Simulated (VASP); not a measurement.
Set up this calculation in VASP 6.6.1, as the native input.

| Property | Result |
| --- | --- |
| Task | relaxation of cell and atoms |
| Functional | PBE |
| Potentials or basis | VASP PAW PBE potentials, release 64 (Be, Cd, O) |
| Cutoff | 600 eV |
| k mesh | 6 × 6 × 4 |
| Occupations | gaussian, width 0.1 eV |
| Spin | no spin polarisation |
| Dipole correction | no |
| Further INCAR settings | ALGO = Normal; EDIFF = 1e-07; IBRION = 2; EDIFFG = -0.04; NSW = 90; ISIF = 3 |

The structure of Be2Cd2O lies in POSCAR:

```
Be2Cd2O
1.0
    3.6938945900      0.0000000000      0.0000000000
   -1.8469473000      3.1990065600      0.0000000000
    0.0000000000      0.0000000000      6.2534579500
Be Cd O
2 2 1
Direct
    0.3333333300      0.6666666700      0.6318000000
    0.6666666700      0.3333333300      0.3682000000
    0.3333333300      0.6666666700      0.2606000000
    0.6666666700      0.3333333300      0.7394000000
    0.0000000000      0.0000000000      0.0000000000
```

One way to write it, as run:

INCAR

```
SYSTEM = Be2Cd2O
ALGO     = Normal         ! electronic algorithm
EDIFF    = 1E-7           ! SCF threshold, eV
EDIFFG   = -0.04          ! ionic threshold
ENCUT    = 600            ! plane-wave cutoff, eV
GGA      = PE             ! functional
IBRION   = 2              ! ionic algorithm
ISIF     = 3              ! what is computed and relaxed
ISMEAR   = 0              ! smearing method
LASPH    = .True.         ! aspherical terms in the spheres
LCHARG   = .False.        ! write CHGCAR
LREAL    = .False.        ! projectors in reciprocal space
LWAVE    = .False.        ! write WAVECAR
NELM     = 80             ! most SCF steps
NSW      = 90             ! ionic steps
PREC     = Accurate       ! precision mode
SIGMA    = 0.1            ! smearing width, eV
```

KPOINTS

```
k-points
0
Gamma
  6 6 4
  0 0 0
```

Potentials or basis: VASP PAW PBE potentials, release 64 (Be, Cd, O).

The run is started by

```bash
$ cat potpaw_PBE.64/Be/POTCAR potpaw_PBE.64/Cd/POTCAR potpaw_PBE.64/O/POTCAR > POTCAR
$ mpirun -np 1 vasp_std > vasp.out
```

Results of the run:

- Relaxed volume: 14.35 Å³/atom
- Relaxed cell: a = 3.419 Å, b = 3.419 Å, c = 7.088 Å, α = 90.00°, β = 90.00°, γ = 120.00°
- Space group after relaxing (to 0.05 Å): P-3m1 (No. 164)
- Energy gained by relaxing: 630.3 meV/atom
- Ionic steps: 15
- Pressure after relaxing: 0.4 GPa
- Largest force after relaxing: 0.016 eV/Å
- Band gap on the k mesh: zero (band 17 reaches 4.59 eV, above the bottom of band 18 at 3.04 eV)

Run time: 3.7 min on 1 thread of Intel(R) Xeon(R) 6975P-C (Granite Rapids) (shared host), peak memory 0.23 GiB.
